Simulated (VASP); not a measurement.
# Al: single point with r2SCAN

Crystal: Al.

```
Al
1.0
    -1.52786    1.52786    1.52786
     1.52786   -1.52786    1.52786
     1.52786    1.52786   -1.52786
Al
1
Direct
  0.00000 0.00000 0.00000
```

This cell differs from its parent crystal: volume scaled by 0.88.

| Property | Result |
| --- | --- |
| Program | VASP 6.6.1 |
| Task | single point |
| Functional | r2SCAN |
| Potentials or basis | VASP PAW PBE potentials, release 64 (Al) |
| Cutoff | 520 eV |
| k mesh | 18 × 18 × 18 |
| Occupations | gaussian, width 0.1 eV |
| Spin | no spin polarisation |

The pressure is 13.4 GPa.

Levels at points of the mesh, in eV from the Fermi level:
| k point | band 1 | band 2 | band 3 | band 4 |
| --- | --- | --- | --- | --- |
| (0.00, 0.00, 0.00) | -12.99 | 14.92 | 14.92 | 14.92 |
| (0.50, 0.00, 0.00) | -5.34 | -4.25 | 8.97 | 10.02 |
| (0.50, 0.50, 0.50) | 2.24 | 2.24 | 2.24 | 2.65 |

Run time: 28 s on 1 thread of Intel(R) Xeon(R) 6975P-C (Granite Rapids), on a shared host, peak memory 0.13 GiB.

Caveat: the PAW data sets were made with another functional, which shifts forces and pressure a little.
